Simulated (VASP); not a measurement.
Set up this calculation in VASP 6.6.1, as the native input.

- Task: single point
- Functional: LDA
- Potentials or basis: VASP PAW LDA potentials, release 64 (Rh_pv)
- Cutoff: 500 eV
- k mesh: 8 × 8 × 4
- Occupations: gaussian, width 0.05 eV
- Spin: no spin polarisation
- Dipole correction: no
- Further INCAR settings: ALGO = Normal; EDIFF = 1e-06; NBANDS = 22

The structure of Rh lies in POSCAR:

```
Rh
1.0
    2.6765190479      0.0000000000      0.0000000000
   -1.3382595240      2.3179334892      0.0000000000
    0.0000000000      0.0000000000      4.2794770173
Rh
2
Direct
    0.3333333333      0.6666666667      0.2500000000
    0.6666666667      0.3333333333      0.7500000000
```

This isn't the form of Rh at room conditions, which is fcc.

These files were run (other wordings do the same):

INCAR

```
PREC = Accurate
ENCUT = 500
EDIFF = 1E-6
ISMEAR = 0
SIGMA = 0.05
LREAL = False
LASPH = True
NELM = 120
ALGO = Normal
ISIF = 2
LWAVE = False
LCHARG = False
NBANDS = 22
GGA_COMPAT = False
```

KPOINTS

```
Automatic mesh
0
Gamma
  8 8 4
```

Potentials or basis: VASP PAW LDA potentials, release 64 (Rh_pv).

Command:

```bash
$ cat potpaw_LDA.64/Rh_pv/POTCAR > POTCAR
$ mpirun -np 1 vasp_std > vasp.out
```

It gave:

* Pressure: 1.0 GPa
* Band gap on the k mesh: zero (bands 15 and 16 overlap by 2.30 eV)

Caveat: the k points lie up to 0.37 Å⁻¹ apart, too coarse for converged energies and pressures of a metal.

Wall time 13 s on 1 thread of Intel(R) Xeon(R) Platinum 8488C (Sapphire Rapids), with other jobs on the host, peak memory 0.13 GiB.
